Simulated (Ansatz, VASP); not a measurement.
**GaN: VASP beside Ansatz**

```
CELL_PARAMETERS angstrom
0.00000 2.02198 2.02198
2.02198 0.00000 2.02198
2.02198 2.02198 0.00000
ATOMIC_POSITIONS crystal
Ga 0.00000 0.00000 0.00000
N 0.50000 0.50000 0.50000
```

Alike in both runs: task single point; functional PBEsol; k mesh 12 × 12 × 12; occupations gaussian, width 0.03 eV; no spin polarisation.

```csv
,VASP,Ansatz
version,VASP 6.6.1,Ansatz 0.2.0
potentials or method,"VASP PAW PBE potentials, release 64 (Ga_d, N), cutoff 600 eV","scalar-relativistic, plane waves, PAW"
valence electrons in the cell,18,18
```

|  | VASP | Ansatz | Ansatz less VASP |
| --- | --- | --- | --- |
| gap on the k mesh at the Fermi level (eV) | 1.39 | 1.40 | +0.011 |
| least direct gap on the mesh (eV) | 4.56 | 4.53 | -0.027 |

VASP's potentials were made for PBE, not for PBEsol.
